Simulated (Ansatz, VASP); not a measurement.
Two plane-wave programs on Te

```
Te
1.0
     5.59599    0.00000    0.00000
     0.82655    5.04971    0.00000
     0.10649   -1.65278    4.75923
Te
4
Direct
  0.14008 0.54317 0.96057
  0.88095 0.49135 0.65732
  0.07812 0.18822 0.25070
  0.48371 0.69840 0.24263
```

Alike in both runs: task relaxation of cell and atoms; functional PBE; k mesh 4 × 4 × 4; occupations gaussian, width 0.1 eV; no spin polarisation.

```csv
,VASP,Ansatz
version,VASP 6.6.1,Ansatz 0.2.0
potentials or method,"VASP PAW PBE potentials, release 64 (Te), cutoff 600 eV","scalar-relativistic, plane waves, PAW"
valence electrons in the cell,24,64
```

```csv
,VASP,Ansatz,Ansatz less VASP
"gap on the k mesh at the Fermi level, each at its own relaxed structure (eV)",0.24,0.26,+0.024
relaxed volume (Å³/atom),46.38,39.51,-6.875
relaxed cell length with the largest relative difference (Å),6.377,6.094,-0.2821
```

One of these differences is far larger than is usual between the two programs; its cause wasn't traced. VASP's potentials hold 24 valence electrons a cell and Ansatz's 64, so a difference there can come from the potentials and not from the codes.

Spin-orbit coupling is off throughout. Noted on VASP's run: the volume moved by over 15 % at a fixed basis, so the end points are rough.
